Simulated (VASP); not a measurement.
# Al (P-1) in VASP: single point with PBE

Aim: the single point of Al with PBE.

Everything below comes from runs of VASP 6.6.1. Logs are shortened: lines on timing, memory, paths and dates and some standing lists are left out, and cuts for length are marked.

### 1 The cell of the first run

The typed cell holds 4 atoms: a = 2.802 Å, b = 2.802 Å, c = 9.188 Å, α = 85.92°, β = 88.25°, γ = 109.47°.

### 2 Single point, PBE (the part above a cut slid along it)

INCAR reads:

```
  PREC = Accurate
  ENCUT = 520
  EDIFF = 1E-7
  ISMEAR = 0
  SIGMA = 0.15
  LREAL = F
  LASPH = T
  NELM = 60
  ALGO = Fast
  ISIF = 2
  LWAVE = F
  LCHARG = T
  GGA = PE
  LELF = T
  LVHAR = T
  NBANDS = 14
```

KPOINTS reads:

```
regular mesh
0
Gamma
  16 16 5
```

POSCAR reads:

```
Al
1.0
   -1.6174623135      1.6174623135     -1.6174623135
   -1.6174623135     -1.6174623135      1.6174623135
   -0.8087311568      6.3081030228      6.6315954855
Al
4
Direct
   -0.1750000000     -0.2625000000      0.8750000000
    0.4750000000      0.4625000000      0.1250000000
   -0.0750000000     -0.1125000000      0.3750000000
    0.3750000000      0.3125000000      0.6250000000
```

Potentials or basis: VASP PAW PBE potentials, release 64 (Al).

Run with:

```console
$ cat potpaw_PBE.64/Al/POTCAR > POTCAR
$ mpirun -np 1 vasp_std > vasp.out
```

OUTCAR:

```text
PREC = Accurate
   ENCUT = 520
   EDIFF = 1E-7
   ISMEAR = 0
   LREAL = F
   LASPH = T
   NELM = 60
   ISIF = 2
   GGA = PE

 ion  position               nearest neighbor table
   1  0.825  0.737  0.875-   2 2.44   4 2.80   4 2.80   2 3.18   4 3.23   4 3.23   2 3.34
   2  0.475  0.462  0.125-   1 2.44   3 2.80   3 2.80   1 3.18   3 3.23   3 3.23   1 3.34
   3  0.925  0.888  0.375-   2 2.80   4 2.80   4 2.80   2 2.80   2 3.23   4 3.23   4 3.23   2 3.23

   4  0.375  0.312  0.625-   3 2.80   1 2.80   3 2.80   1 2.80   1 3.23   3 3.23   3 3.23   1 3.23

  LATTYP: Found a triclinic cell.
 ALAT       =     2.8015269063
 B/A-ratio  =     1.0000000000
 C/A-ratio  =     3.4578413305
 COS(alpha) =     0.0289197769
 COS(beta)  =     0.3181175464
 COS(gamma) =     0.3333333333

  Lattice vectors:

 A1 = (   1.6174623135,  -1.6174623135,   1.6174623135)
 A2 = (  -1.6174623135,  -1.6174623135,   1.6174623135)
 A3 = (   2.4261934703,  -7.9255653363,  -5.0141331720)

Analysis of symmetry for initial positions (statically):
=====================================================================
 Subroutine PRICEL returns:
 Original cell was already a primitive cell.

 Routine SETGRP: Setting up the symmetry group for a
 triclinic supercell.

 Subroutine GETGRP returns: Found  2 space group operations
 (whereof  1 operations were pure point group operations)
 out of a pool of  2 trial point group operations.

The static configuration has the point symmetry C_1 .
 The point group associated with its full space group is S_2 .

Analysis of symmetry for dynamics (positions and initial velocities):
=====================================================================
 Subroutine PRICEL returns:
 Original cell was already a primitive cell.

 Routine SETGRP: Setting up the symmetry group for a
 triclinic supercell.

 Subroutine GETGRP returns: Found  2 space group operations
 (whereof  1 operations were pure point group operations)
 out of a pool of  2 trial point group operations.

The dynamic configuration has the point symmetry C_1 .
 The point group associated with its full space group is S_2 .

 Subroutine INISYM returns: Found  2 space group operations
 (whereof  1 operations are pure point group operations),
 and found     1 'primitive' translations

----------------------------------------------------------------------------------------

[... 102 lines left out ...]
   ISIF   =      2    stress and relaxation
   ISYM   =      2    0-nonsym 1-usesym 2-fastsym
   POTIM  = 0.5000    time-step for ionic-motion
   TEBEG  =    0.0;   TEEND  =   0.0 temperature during run
   PSTRESS=    0.0 pullay stress
   NELECT =      12.0000    total number of electrons
   NUPDOWN=      -1.0000    fix difference up-down
   EMIN   =  10.00;   EMAX   =-10.00  energy-range for DOS
   EFERMI =   0.00;   METHOD = LEGACY
   ISMEAR =     0;   SIGMA  =   0.15  broadening in eV -4-tet -1-fermi 0-gaus
   EFERMI_NEDOS =   21; number of points for ismear=-14 and -15
   IALGO  =     68    algorithm
   IMIX   =      4    mixing-type and parameters
     AMIX     =   0.40;   BMIX     =  1.00
     AMIX_MAG =   1.60;   BMIX_MAG =  1.00
  volume/ion in A,a.u.               =      16.93       114.22
  Fermi-wavevector in a.u.,A,eV,Ry     =   0.919590  1.737774 11.505718  0.845646
  Thomas-Fermi vector in A             =   2.044801
   LORBIT       =      0    0 simple, 1 ext, 2 COOP (PROOUT), +10 PAW based schemes
   GGA     = PE    functional components
   LHFCALC =     F    Hartree Fock is set to
   AEXX    =    0.0000 exact exchange contribution
   IVDW    =     0    specifies the selected vdW correction
   LEPSILON=     F    determine dielectric tensor
   LRPA    =     F    only Hartree local field effects (RPA)
 non-spin polarized calculation
 RMM-DIIS sequential band-by-band and
 Gauss-broadening in eV      SIGMA  =   0.15
  energy-cutoff  :      520.00
  volume of cell :       67.71
 maximum number of plane-waves:      1845
 NGX is ok and might be reduce to    24
   NGX = 11   NGY = 11   NGZ = 35

 number of electron      12.0000000 magnetization

 Free energy of the ion-electron system (eV)
  ---------------------------------------------------
  ext. energy  EPLUGINS =         0.00000000
  ---------------------------------------------------
  free energy    TOTEN  =       -14.37015921 eV

  energy without entropy =      -14.35064351  energy(sigma->0) =      -14.36040136

 E-fermi :   7.6955     XC(G=0): -10.0993

 val. band max:        7.6938851467   @ k =   0.4375   0.1875   0.2000
 cond. band min:       7.6959215804   @ k =   0.0625   0.4375   0.2000
 fundamental gap:      0.0020364337
 Fermi energy:         7.6955245968

 k-point     1 :       0.0000    0.0000    0.0000
  band No.  band energies     occupation
      1      -3.2293      2.00000
      2      -1.4782      2.00000
      3      -1.4645      2.00000
      4       3.4671      2.00000
      5       3.9058      2.00000
      6      11.7667      0.00000
      7      11.9782      0.00000
      8      15.9199      0.00000
      9      16.1177      0.00000
     10      16.6027      0.00000
     11      16.7714      0.00000
     12      17.6163      0.00000
     13      17.6192      0.00000
     14      17.9050      0.00000
[... 377 lines left out ...]
      1      -2.9257      2.00000
      2      -1.1938      2.00000
      3      -1.1489      2.00000
      4       3.7444      2.00000
      5       4.2065      2.00000
      6      11.9366      0.00000
      7      12.2227      0.00000
      8      13.0335      0.00000
      9      13.9562      0.00000
     10      15.0608      0.00000
     11      16.8481      0.00000
     12      17.3190      0.00000
     13      17.7215      0.00000
     14      18.0617      0.00000

 [... further k-points ...]
[... 5 lines left out ...]
  --------------------------------------------------------------------------------------
  -------------------------------------------------------------------------------------
  Total        0.0418013      0.7711405      1.7614054      0.7188964      0.9863913      0.8519128
  in kB        0.9891859     18.2482669     41.6818902     17.0119620     23.3419602     20.1596622
  external PRESSURE =      20.3064477 kB  Pullay stress =       0.0000000 kB

 VOLUME and BASIS-vectors are now :
 -----------------------------------------------------------------------------
  energy-cutoff  :      520.00
  volume of cell :       67.71
      direct lattice vectors                 reciprocal lattice vectors
    -1.617462313  1.617462313 -1.617462313    -0.309126213  0.139106796 -0.170019417
    -1.617462313 -1.617462313  1.617462313    -0.309126213 -0.177747573  0.131378641
    -0.808731157  6.308103023  6.631595486     0.000000000  0.077281553  0.077281553

 POSITION                                       TOTAL-FORCE (eV/Angst)
 -----------------------------------------------------------------------------------
     -3.23492      5.66112      5.66112        -0.561715     -0.655722     -0.935164
     -1.61746      0.80873      0.80873         0.561715      0.655722      0.935164
     -3.23492      2.42619      2.42619        -0.026715     -0.035030     -0.027637
     -1.61746      4.04366      4.04366         0.026715      0.035030      0.027637
 -----------------------------------------------------------------------------------
    total drift:                               -0.000000     -0.000001      0.000001

  FREE ENERGIE OF THE ION-ELECTRON SYSTEM (eV)
  ---------------------------------------------------
  free  energy   TOTEN  =       -14.3701592113 eV

  energy  without entropy=      -14.3506435084  energy(sigma->0) =      -14.36040136
```

OSZICAR:

```text
N       E                     dE             d eps       ncg     rms          rms(c)
DAV:   1     0.603558632546E+01    0.60356E+01   -0.42583E+03 17976   0.680E+02
DAV:   2    -0.138152530346E+02   -0.19851E+02   -0.18321E+02 23368   0.855E+01
DAV:   3    -0.144646317159E+02   -0.64938E+00   -0.64092E+00 23244   0.128E+01
DAV:   4    -0.144691730967E+02   -0.45414E-02   -0.45403E-02 21662   0.134E+00
DAV:   5    -0.144692262897E+02   -0.53193E-04   -0.53193E-04 23394   0.150E-01    0.252E+00
RMM:   6    -0.144087756105E+02    0.60451E-01   -0.99780E-03 18677   0.478E-01    0.146E+00
RMM:   7    -0.143742317709E+02    0.34544E-01   -0.12298E-02 18496   0.571E-01    0.327E-01
RMM:   8    -0.143704037786E+02    0.38280E-02   -0.17811E-03 19493   0.231E-01    0.147E-01
RMM:   9    -0.143701856660E+02    0.21811E-03   -0.29743E-04 20375   0.101E-01    0.476E-02
RMM:  10    -0.143701584804E+02    0.27186E-04   -0.88731E-05 20792   0.518E-02    0.212E-02
RMM:  11    -0.143701614881E+02   -0.30077E-05   -0.19674E-05 20996   0.314E-02    0.459E-03
RMM:  12    -0.143701596249E+02    0.18632E-05   -0.61106E-06 20820   0.145E-02    0.275E-03
RMM:  13    -0.143701594050E+02    0.21992E-06   -0.15764E-06 21006   0.854E-03    0.258E-03
RMM:  14    -0.143701591183E+02    0.28670E-06   -0.41303E-07 18434   0.412E-03    0.324E-03
RMM:  15    -0.143701592677E+02   -0.14943E-06   -0.85134E-08 11841   0.212E-03    0.379E-03
RMM:  16    -0.143701592113E+02    0.56397E-07   -0.28187E-08 10120   0.119E-03
   1 F= -.14370159E+02 E0= -.14360401E+02  d E =-.195157E-01
```

stdout:

```text
POSCAR found type information on POSCAR Al
 POSCAR found :  1 types and       4 ions
 scaLAPACK will be used
 LDA part: xc-table for (Slater+PW92), standard interpolation
 POSCAR, INCAR and KPOINTS ok, starting setup
 FFT: planning ... GRIDC
 FFT: planning ... GRID_SOFT
 FFT: planning ... GRID
 WAVECAR not read
 entering main loop
```

Run time: 6.9 min. Hardware: 1 thread of AMD EPYC 9R45 (Zen 5), shared host; peak memory 0.5 GiB.

What came out:

* Free energy: -14.3702 eV
* Pressure: 2.0 GPa
* Largest force: 1.273 eV/Å
* Band gap on the k mesh: zero (bands 6 and 7 overlap by 6.36 eV)

Forces on the atoms (eV/Å):
```
Al  -0.562 -0.656 -0.935
Al   0.562  0.656  0.935
Al  -0.027 -0.035 -0.028
Al   0.027  0.035  0.028
```

Stress tensor (GPa, compression positive):
```
0.10 1.70 2.02
1.70 1.82 2.33
2.02 2.33 4.17
```

Levels at points of the mesh, in eV from the Fermi level:
```tsv
k point	band 3	band 4	band 5	band 6	band 7	band 8	band 9	band 10
(0.00, 0.00, 0.00)	-9.16	-4.23	-3.79	4.07	4.28	8.22	8.42	8.91
(0.50, 0.00, 0.00)	-4.40	-4.28	-3.93	-3.34	0.13	0.48	1.61	1.90
(0.00, 0.50, 0.00)	-4.50	-4.48	-3.76	-3.12	-0.19	0.25	1.92	2.27
(0.50, 0.50, 0.00)	-2.64	-2.57	-2.07	-2.06	1.36	1.99	2.24	2.66
```

Caveat: the cell differs from its parent crystal (the part above a cut slid along it); forces of over 1 eV/Å act on the atoms, so gaps and moduli don't describe the material at rest.
